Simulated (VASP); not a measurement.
# WSe2 (P6_3/mmc) in VASP: a series of runs, part 2 of 3

VASP 6.6.1.

### Step 4. Single point, PBEsol+D3(BJ)

This run uses another cell than the first one, of the same volume but with other edges.

INCAR

```
SYSTEM = WSe2
  ALGO = Normal
  EDIFF = 1E-6
  ENCUT = 520
  GGA = PS
  ISIF = 2
  ISMEAR = 0
  IVDW = 12
  LASPH = .TRUE.
  LCHARG = .FALSE.
  LREAL = .FALSE.
  LWAVE = .FALSE.
  NBANDS = 35
  NELM = 60
  PREC = Accurate
  SIGMA = 0.05
```

KPOINTS

```
k-points
0
G
  12 12 4
  0 0 0
```

POSCAR

```
WSe2
1.0
    3.1783425435      0.0000000000      0.0000000000
   -1.5891712717      2.7525253846      0.0000000000
    0.0000000000      0.0000000000     12.8249444230
W Se
2 4
Direct
    0.3333333333      0.6666666667      0.2500000000
    0.6666666667      0.3333333333      0.7500000000
    0.3333333333      0.6666666667      0.6145805872
    0.6666666667      0.3333333333      0.1145805872
    0.3333333333      0.6666666667      0.8854194128
    0.6666666667      0.3333333333      0.3854194128
```

Potentials or basis: VASP PAW PBE potentials, release 64 (W_sv, Se).

The run is started by

```bash
$ cat potpaw_PBE.64/W_sv/POTCAR potpaw_PBE.64/Se/POTCAR > POTCAR
$ mpirun -np 1 vasp_std > vasp.out
```

OUTCAR:

```text
SYSTEM = WSe2
   EDIFF = 1E-6
   ENCUT = 520
   GGA = PS
   ISIF = 2
   ISMEAR = 0
   IVDW = 12
   LASPH = .TRUE.
   LREAL = .FALSE.
   NELM = 60
   PREC = Accurate
 IVDW          = 12

 ion  position               nearest neighbor table
   1  0.333  0.667  0.250-   4 2.53   6 2.53   4 2.53   6 2.53   4 2.53   6 2.53
   2  0.667  0.333  0.750-   3 2.53   5 2.53   3 2.53   5 2.53   3 2.53   5 2.53
   3  0.333  0.667  0.615-   2 2.53   2 2.53   2 2.53
   4  0.667  0.333  0.115-   1 2.53   1 2.53   1 2.53
   5  0.333  0.667  0.885-   2 2.53   2 2.53   2 2.53
   6  0.667  0.333  0.385-   1 2.53   1 2.53   1 2.53

  LATTYP: Found a hexagonal cell.
 ALAT       =     3.1783425435
 C/A-ratio  =     4.0351045388

  Lattice vectors:

 A1 = (   3.1783425435,   0.0000000000,   0.0000000000)
 A2 = (  -1.5891712717,   2.7525253846,   0.0000000000)
 A3 = (   0.0000000000,   0.0000000000,  12.8249444230)

Analysis of symmetry for initial positions (statically):
=====================================================================
 Subroutine PRICEL returns:
 Original cell was already a primitive cell.

 Routine SETGRP: Setting up the symmetry group for a
 hexagonal supercell.

 Subroutine GETGRP returns: Found 24 space group operations
 (whereof 12 operations were pure point group operations)
 out of a pool of 24 trial point group operations.

The static configuration has the point symmetry D_3d.
 The point group associated with its full space group is D_6h.

Analysis of symmetry for dynamics (positions and initial velocities):
=====================================================================
 Subroutine PRICEL returns:
 Original cell was already a primitive cell.

 Routine SETGRP: Setting up the symmetry group for a
 hexagonal supercell.

[... 131 lines left out ...]
   IMIX   =      4    mixing-type and parameters
     AMIX     =   0.40;   BMIX     =  1.00
     AMIX_MAG =   1.60;   BMIX_MAG =  1.00
  volume/ion in A,a.u.               =      18.70       126.19
  Fermi-wavevector in a.u.,A,eV,Ry     =   1.266913  2.394118 21.838281  1.605068
  Thomas-Fermi vector in A             =   2.400089
   LORBIT       =      0    0 simple, 1 ext, 2 COOP (PROOUT), +10 PAW based schemes
   GGA     = PS    functional components
   LHFCALC =     F    Hartree Fock is set to
   AEXX    =    0.0000 exact exchange contribution
   IVDW    =    12    specifies the selected vdW correction
   LEPSILON=     F    determine dielectric tensor
   LRPA    =     F    only Hartree local field effects (RPA)
 non-spin polarized calculation
 Gauss-broadening in eV      SIGMA  =   0.05
  energy-cutoff  :      520.00
  volume of cell :      112.20
 maximum number of plane-waves:      3050
 NGX is ok and might be reduce to    24

 number of electron      51.9999997 magnetization

 Free energy of the ion-electron system (eV)
  ---------------------------------------------------
  ext. energy  EPLUGINS =         0.00000000
  ---------------------------------------------------
  free energy    TOTEN  =       -46.33509231 eV

  energy without entropy =      -46.33509231  energy(sigma->0) =      -46.33509231

 E-fermi :   7.0985     XC(G=0): -11.3906

 val. band max:        6.9002005389   @ k =   0.3333   0.3333   0.0000
 cond. band min:       7.6711964410   @ k =   0.1667   0.1667   0.0000
 fundamental gap:      0.7709959021
 Fermi energy:         7.0984972579

 k-point     1 :       0.0000    0.0000    0.0000
  band No.  band energies     occupation
      1     -67.1259      2.00000
      2     -67.1259      2.00000
      3     -31.4496      2.00000
      4     -31.4496      2.00000
      5     -31.1902      2.00000
      6     -31.1902      2.00000
[... 901 lines left out ...]
     34      11.3268      0.00000
     35      12.5016      0.00000

 [... further k-points ...]

------------------------ aborting loop because EDIFF is reached ----------------------------------------

 Edisp (eV)   -2.85774

 E8    (eV) :    -1.9220

  FORCE on cell =-STRESS in cart. coord.  units (eV):
  Direction    XX          YY          ZZ          XY          YZ          ZX
  --------------------------------------------------------------------------------------
  -------------------------------------------------------------------------------------
  Total       1.73889     1.73889    -4.50686     0.00000     0.00000     0.00000
  in kB      24.83111    24.83111   -64.35726     0.00000     0.00000     0.00000
  external pressure =       -4.90 kB  Pullay stress =        0.00 kB

 VOLUME and BASIS-vectors are now :
 -----------------------------------------------------------------------------
  energy-cutoff  :      520.00
  volume of cell :      112.20
      direct lattice vectors                 reciprocal lattice vectors
     3.178342543  0.000000000  0.000000000     0.314629398  0.181651367  0.000000000
    -1.589171272  2.752525385  0.000000000     0.000000000  0.363302735  0.000000000
     0.000000000  0.000000000 12.824944423     0.000000000  0.000000000  0.077973047

 POSITION                                       TOTAL-FORCE (eV/Angst)
 -----------------------------------------------------------------------------------
     -0.00000      1.83502      3.20624        -0.000000     -0.000000      0.000000
      1.58917      0.91751      9.61871         0.000000      0.000000      0.000000
     -0.00000      1.83502      7.88196        -0.000000     -0.000000      0.474857
      1.58917      0.91751      1.46949        -0.000000      0.000000      0.474857
     -0.00000      1.83502     11.35545        -0.000000     -0.000000     -0.474857
      1.58917      0.91751      4.94298         0.000000      0.000000     -0.474857
 -----------------------------------------------------------------------------------
    total drift:                               -0.000000      0.000000     -0.000000

  FREE ENERGIE OF THE ION-ELECTRON SYSTEM (eV)
  ---------------------------------------------------
  free  energy   TOTEN  =       -49.1928300346 eV

  energy  without entropy=      -49.1928300346  energy(sigma->0) =      -49.19283003
```

OSZICAR:

```text
N       E                     dE             d eps       ncg     rms          rms(c)
DAV:   1     0.502214139986E+03    0.50221E+03   -0.27981E+04  4358   0.147E+03
DAV:   2    -0.167638461111E+02   -0.51898E+03   -0.50144E+03  4653   0.400E+02
DAV:   3    -0.475093948358E+02   -0.30746E+02   -0.30130E+02  4852   0.916E+01
DAV:   4    -0.481715696221E+02   -0.66217E+00   -0.65776E+00  4796   0.135E+01
DAV:   5    -0.481789647139E+02   -0.73951E-02   -0.73888E-02  4798   0.158E+00    0.323E+01
DAV:   6    -0.467518524612E+02    0.14271E+01   -0.48162E+00  4618   0.145E+01    0.118E+01
DAV:   7    -0.465565624417E+02    0.19529E+00   -0.29459E+00  4289   0.785E+00    0.558E+00
DAV:   8    -0.463355814626E+02    0.22098E+00   -0.51579E-01  4381   0.468E+00    0.142E+00
DAV:   9    -0.463378381079E+02   -0.22566E-02   -0.70008E-02  4713   0.124E+00    0.104E+00
DAV:  10    -0.463351622337E+02    0.26759E-02   -0.15507E-02  4440   0.850E-01    0.149E-01
DAV:  11    -0.463351472849E+02    0.14949E-04   -0.14952E-03  4392   0.248E-01    0.173E-01
DAV:  12    -0.463351036987E+02    0.43586E-04   -0.56589E-05  4689   0.463E-02    0.108E-01
DAV:  13    -0.463350927863E+02    0.10912E-04   -0.81768E-05  4552   0.560E-02    0.171E-02
DAV:  14    -0.463350923146E+02    0.47171E-06   -0.39207E-06  3888   0.124E-02
   1 F= -.49192830E+02 E0= -.49192830E+02  d E =-.144592E-10
```

Run time: 6.3 min. Hardware: 1 thread of Intel Xeon 8259CL, shared host; peak memory 0.35 GiB.

What came out:

```yaml
Free_energy: -49.1928 eV
Pressure: -0.5 GPa
Largest_force: 0.475 eV/Å
Band_gap_on_the_k_mesh: 0.77 eV (least direct gap 1.49 eV)
Dispersion_energy_per_atom: -0.476 eV
```

Forces in eV/Å, atoms in the order of the input:
```
W    0.000  0.000  0.000
W    0.000  0.000  0.000
Se   0.000  0.000  0.475
Se   0.000  0.000  0.475
Se   0.000  0.000 -0.475
Se   0.000  0.000 -0.475
```

Stress tensor (GPa, compression positive):
```
 2.48  0.00  0.00
 0.00  2.48  0.00
 0.00  0.00 -6.44
```

Levels at points of the mesh, in eV from the valence-band top:
```
           k point  band 22  band 23  band 24  band 25  band 26  band 27  band 28  band 29  band 30  band 31
(0.00, 0.00, 0.00)    -0.99    -0.99    -0.91    -0.91    -0.09     3.03     3.03     3.08     3.08     3.17
(0.50, 0.00, 0.00)    -2.58    -1.42    -1.30    -0.91    -0.51     2.33     2.79     2.83     2.99     3.08
(0.00, 0.00, 0.50)    -0.95    -0.95    -0.95    -0.32    -0.32     3.05     3.05     3.05     3.05     3.25
(0.50, 0.00, 0.50)    -2.77    -1.34    -1.34    -0.71    -0.71     2.72     2.72     2.80     2.80     3.52
```

Caveat: the PAW data sets were made with another functional, which shifts forces and pressure a little; spin-orbit coupling is left out, which moves the levels of the heavy elements. A k mesh can miss the band edges.

### Step 5. Single point, PBEsol+D3(BJ)

This run uses another cell than the first one, of the same volume but with other edges.

INCAR

```
PREC = Accurate ; ENCUT = 520
EDIFF = 1E-6 ; ISMEAR = 0
SIGMA = 0.05 ; LREAL = False
LASPH = True ; NELM = 60
ALGO = Normal ; ISIF = 2
LWAVE = False ; LCHARG = True
GGA = PS ; IVDW = 12
LELF = True ; LVHAR = True
NBANDS = 35
```

KPOINTS

```
regular mesh
0
Gamma
  12 12 4
```

Changes to POSCAR since step 4:

```diff
@@ -2,5 +2,5 @@
 1.0
-    3.1783425435      0.0000000000      0.0000000000
-   -1.5891712717      2.7525253846      0.0000000000
-    0.0000000000      0.0000000000     12.8249444230
+    3.4102861841      0.0000000000      0.0000000000
+   -1.7051430920      2.9533944696      0.0000000000
+    0.0000000000      0.0000000000     11.1397448295
 W Se
```

The run is started by

```bash
$ cat potpaw_PBE.64/W_sv/POTCAR potpaw_PBE.64/Se/POTCAR > POTCAR
$ mpirun -np 1 vasp_std > vasp.out
```

Run time: 3.1 min. Hardware: 1 thread of Intel Xeon Platinum 8488C (Sapphire Rapids), shared host; peak memory 0.36 GiB.

It converged, with:

| Property | Result |
| --- | --- |
| Free energy | -48.1899 eV |
| Pressure | 5.0 GPa |
| Largest force | 1.675 eV/Å |
| Band gap on the k mesh | zero (bands 26 and 27 overlap by 0.52 eV) |
| Dispersion energy per atom | -0.478 eV |

Forces in eV/Å, atoms in the order of the input:
```
W    0.000  0.000  0.000
W    0.000  0.000  0.000
Se   0.000  0.000 -1.675
Se   0.000  0.000 -1.675
Se   0.000  0.000  1.675
Se   0.000  0.000  1.675
```

Stress tensor (GPa, compression positive):
```
-4.29  0.00  0.00
 0.00 -4.29  0.00
 0.00  0.00 23.55
```

Levels at points of the mesh, in eV from the Fermi level:
| k point | band 24 | band 25 | band 26 | band 27 | band 28 | band 29 |
| --- | --- | --- | --- | --- | --- | --- |
| (0.00, 0.00, 0.00) | -0.74 | 0.10 | 0.40 | 1.77 | 1.77 | 1.81 |
| (0.50, 0.00, 0.00) | -2.29 | -2.04 | -1.52 | 0.87 | 1.05 | 1.26 |
| (0.00, 0.00, 0.50) | -2.11 | 0.23 | 0.23 | 1.73 | 1.73 | 1.73 |
| (0.50, 0.00, 0.50) | -2.61 | -1.67 | -1.67 | 0.94 | 0.94 | 1.28 |

Caveat: the cell stands under pressure; the PAW data sets were made with another functional, which shifts forces and pressure a little; spin-orbit coupling is left out, which moves the levels of the heavy elements.

(Continued in part 3 of 3.)
